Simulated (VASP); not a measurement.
A run of VASP 6.6.1 is set up as follows.

The input POSCAR:

```
H8CO6
1.0
    5.5112720000      0.0000000000      0.0000000000
    0.0000000000      5.5112720000      0.0000000000
    0.0000000000      0.0000000000      5.5112720000
O H C
6 8 1
Direct
    0.0893804552      0.7320270166      0.7548892524
    0.4221892877      0.5180473764      0.1004305358
    0.5670378816      0.9947249927      0.8485699853
    0.7842835556      0.4061675780      0.4768590627
    0.0754090889     -0.0170378091      0.3089486420
    0.0024313806      0.2635507738      0.0011431118
   -0.0223904754      0.6383825730      0.6612629535
    0.2020767620      0.7696408379      0.6310339972
    0.2678329068      0.5618848063      0.0188159830
    0.4587144311      0.3676102359      0.0187434044
    0.7379058773      1.0017651098      0.8323668293
    0.5463167124      0.8488240101      0.9466417190
    0.6804781183      0.3094566917      0.5815172976
    0.6613173873      0.4710527806      0.3724367079
    0.0407346979      0.1311856864      0.1600537952
```

Contents of INCAR.step1:

```
SYSTEM = H8CO6
ALGO = Normal
EDIFF = 1E-4
ENCUT = 520
GGA = PE
ISMEAR = -1
LASPH = .True.
LCHARG = .False.
LREAL = Auto
LWAVE = .True.
NBANDS = 37
NELM = 60
PREC = Accurate
SIGMA = 0.05
```

File INCAR.step2:

```
SYSTEM = H8CO6
ALGO = Normal
EDIFF = 1E-6
ENCUT = 520
ISIF = 2
ISMEAR = -1
ISTART = 1
LASPH = .True.
LCHARG = .True.
LELF = .True.
LMIXTAU = .True.
LREAL = Auto
LVHAR = .True.
LWAVE = .False.
METAGGA = R2SCAN
NBANDS = 37
NELM = 60
PREC = Accurate
SIGMA = 0.05
```

File KPOINTS:

```
k-points
0
Gamma
  1 1 1
  0 0 0
```

Potentials or basis: VASP PAW PBE potentials, release 64 (O, H, C).

The run is started by

```console
$ cat potpaw_PBE.64/O/POTCAR potpaw_PBE.64/H/POTCAR potpaw_PBE.64/C/POTCAR > POTCAR
$ cp INCAR.step1 INCAR
$ mpirun -np 1 vasp_gam > vasp.out
$ cp INCAR.step2 INCAR
$ mpirun -np 1 vasp_gam > vasp.out
```

Problem. Predict the largest force.

Solution. 1.775 eV/Å.

Problem. What does it give for the pressure?

Solution. 0.7 GPa.

Stress tensor (GPa, compression positive):
```
 1.58  1.03 -0.14
 1.03  0.10 -0.80
-0.14 -0.80  0.38
```

Caveat: the k points lie up to 1.14 Å⁻¹ apart, too coarse for converged energies, forces and pressures; the atoms stand as in a frame of molecular dynamics; the PAW data sets were made with another functional, which shifts forces and pressure a little.
